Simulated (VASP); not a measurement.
**Sb: single point with LDA**

Sb:

```xyz
1
Lattice="-1.7250 1.7250 1.7250 1.7250 -1.7250 1.7250 1.7250 1.7250 -1.7250" Properties=species:S:1:pos:R:3 pbc="T T T"
Sb    0.0000    0.0000    0.0000
```

```json
{
  "Program": "VASP 6.6.1",
  "Task": "single point",
  "Functional": "LDA",
  "Potentials or basis": "VASP PAW LDA potentials, release 64 (Sb)",
  "Cutoff": "520 eV",
  "k mesh": "7 × 7 × 7",
  "Occupations": "fermi-dirac, width 0.1 eV",
  "Spin": "no spin polarisation"
}
```

```yaml
Pressure: 25.3 GPa
```

Levels at points of the mesh, in eV from the Fermi level:
```
           k point  band 1  band 2  band 3  band 4  band 5  band 6
(0.00, 0.00, 0.00)  -15.47    7.69    7.69    7.69   11.13   11.13
```

Run time: 2.4 s on 1 thread of Intel(R) Xeon(R) 6975P-C (Granite Rapids), on a shared host, peak memory 0.12 GiB.

Caveat: the k points lie up to 0.37 Å⁻¹ apart; spin-orbit coupling is left out, which moves the levels of the heavy elements.
